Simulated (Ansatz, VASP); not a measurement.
# TaN: VASP beside Ansatz

File INCAR:

```
ALGO = Normal
EDIFF = 1E-8
ENCUT = 520
GGA = PE
GGA_COMPAT = F
ISIF = 2
ISMEAR = -1
LASPH = T
LCHARG = F
LEFG = T
LREAL = F
LWAVE = F
NBANDS = 36
NELM = 120
PREC = Accurate
SIGMA = 0.03
```

Contents of KPOINTS:

```
k-points
0
Gamma
  5 5 8
```

File POSCAR:

```
TaN
1.0
    5.1849992558      0.0000000000      0.0000000000
   -2.5924996279      4.4903410741      0.0000000000
    0.0000000000      0.0000000000      2.9080000000
Ta N
3 3
Direct
    0.0000000000      0.0000000000      0.0000000000
    0.3333333333      0.6666666667      0.5000000000
    0.6666666667      0.3333333333      0.5000000000
    0.5000000000      0.0000000000      0.0000000000
    0.5000000000      0.5000000000      0.0000000000
    0.0000000000      0.5000000000      0.0000000000
```

Input for Ansatz:

```yaml
crystal:
  lattice:
    - [5.1849992558, 0.0, 0.0]
    - [-2.5924996279, 4.4903410741, 0.0]
    - [0.0, 0.0, 2.908]
  atoms:
    - { symbol: Ta, position: [0.0, 0.0, 0.0] }
    - { symbol: Ta, position: [0.3333333333, 0.6666666667, 0.5] }
    - { symbol: Ta, position: [0.6666666667, 0.3333333333, 0.5] }
    - { symbol: "N", position: [0.5, 0.0, 0.0] }
    - { symbol: "N", position: [0.5, 0.5, 0.0] }
    - { symbol: "N", position: [0.0, 0.5, 0.0] }
kpoints:
  mp_grid: { grid: [5, 5, 8] }
  band_path:
    path:
      - [0.0, 0.0, 0.0]
      - [0.5, 0.0, 0.0]
      - [0.3333333333, 0.3333333333, 0.0]
      - [0.0, 0.0, 0.0]
      - [0.0, 0.0, 0.5]
      - [0.5, 0.0, 0.5]
      - [0.3333333333, 0.3333333333, 0.5]
      - [0.0, 0.0, 0.5]
      - [0.5, 0.0, 0.5]
    npoints: 14
scf:
  occupations: { method: fermi_dirac, width: 0.03 }
hamiltonian:
  xc: pbe
  pseudopotentials: { kind: paw }
output:
  forces: true
  stress: true
  eigenvalues: true
  efg: { contact_densities: true }
  populations: true
  bader: true
  dos: { projected: true, de: 0.2, e_range: [-14, 8] }
  write_density: true
  write_potential: true
  elf: true
  volumetric_format: npy
```

Alike in both runs: task electric field gradients; functional PBE; k mesh 5 × 5 × 8; occupations fermi-dirac, width 0.03 eV; no spin polarisation.

|  | VASP | Ansatz |
| --- | --- | --- |
| version | VASP 6.6.1 | Ansatz 0.2.0 |
| potentials or method | VASP PAW PBE potentials, release 64 (Ta_sv_GW, N) | PAW with Ansatz's default frozen-core files, scalar-relativistic |
| plane-wave cutoff (eV) | 520 | 420 |
| valence electrons in the cell | 54 | 54 |

```tsv
	VASP	Ansatz	Ansatz less VASP
pressure (GPa)	10.1	10.4	+0.23
traceless stress, the component that is largest in VASP (GPa)	0.84	0.69	-0.151
size of Vzz on the site where it differs most (V/Å²)	415.8	465.9	+50.14
```

Spin-orbit coupling is off throughout.
